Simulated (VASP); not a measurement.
Tl2Cl, 6 atoms in the cell. The structure is cubic, space group Fd-3m (No. 227). The conventional cell has a = 9.217 Å, b = 9.217 Å, c = 9.217 Å, α = 90.00°, β = 90.00°, γ = 90.00°. Within 4.3 Å of Tl (site symmetry -3m) lie 6 Tl at 3.26 Å and 6 Cl at 3.82 Å. Cl (site symmetry -43m) has 12 Tl at 3.82 Å and 4 Cl at 3.99 Å within 5.0 Å. 

| Quantity | Value |
| --- | --- |
| Program | VASP 6.6.1 |
| Task | single point |
| Functional | PBE |
| Potentials or basis | VASP PAW PBE potentials, release 64 (Tl_d, Cl) |
| Cutoff | 520 eV |
| k mesh | 4 × 4 × 4 |
| Occupations | gaussian, width 0.1 eV |
| Spin | no spin polarisation |
| Dipole correction | no |
| Further INCAR settings | ALGO = Normal; EDIFF = 1e-06; NBANDS = 42 |

Potentials or basis: VASP PAW PBE potentials, release 64 (Tl_d, Cl).

Launch:

```bash
$ cat potpaw_PBE.64/Tl_d/POTCAR potpaw_PBE.64/Cl/POTCAR > POTCAR
$ mpirun -np 1 vasp_std > vasp.out
```

Hardware: 1 thread of Intel(R) Xeon(R) 6975P-C (Granite Rapids) (shared host).

How long does it take, and how much memory?

Run time: 36 s on 1 thread of Intel(R) Xeon(R) 6975P-C (Granite Rapids), with other jobs on the host, peak memory 0.33 GiB. Counts: scf iterations 14, k points 8.
